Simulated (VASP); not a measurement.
CdCu3, 4 atoms in the cell. It takes space group Pm-3m (No. 221, cubic). The conventional cell has a = 3.826 Å, b = 3.826 Å, c = 3.826 Å, α = 90.00°, β = 90.00°, γ = 90.00°. Within 3.6 Å of Cd (site symmetry m-3m) lie 12 Cu at 2.71 Å. Within 3.6 Å of Cu (site symmetry 4/mmm) lie 4 Cd at 2.71 Å and 8 Cu at 2.71 Å. 

- Program: VASP 6.6.1
- Task: relaxation of cell and atoms
- Functional: BLYP
- Dispersion: D3(BJ)
- Potentials or basis: VASP PAW PBE potentials, release 64 (Cd_sv_GW, Cu_sv_GW)
- Cutoff: 820 eV
- k mesh: 6 × 6 × 6
- Occupations: fermi-dirac, width 0.15 eV
- Spin: no spin polarisation
- Dipole correction: no
- Further INCAR settings: ALGO = Normal; EDIFF = 1e-07; IBRION = 2; EDIFFG = -0.01; NSW = 80; ISIF = 3

Potentials or basis: VASP PAW PBE potentials, release 64 (Cd_sv_GW, Cu_sv_GW).

The run is started by

```sh
$ cat potpaw_PBE.64/Cd_sv_GW/POTCAR potpaw_PBE.64/Cu_sv_GW/POTCAR > POTCAR
$ mpirun -np 1 vasp_std > vasp.out
```

Hardware: 1 thread of Intel(R) Xeon(R) Platinum 8488C (Sapphire Rapids) (shared host).

Q: Estimate the wall time of this run.

A: Run time: 7.4 min on 1 thread of Intel(R) Xeon(R) Platinum 8488C (Sapphire Rapids) (shared host), peak memory 0.29 GiB. Counts: scf iterations 50, k points 20, ion steps 4.
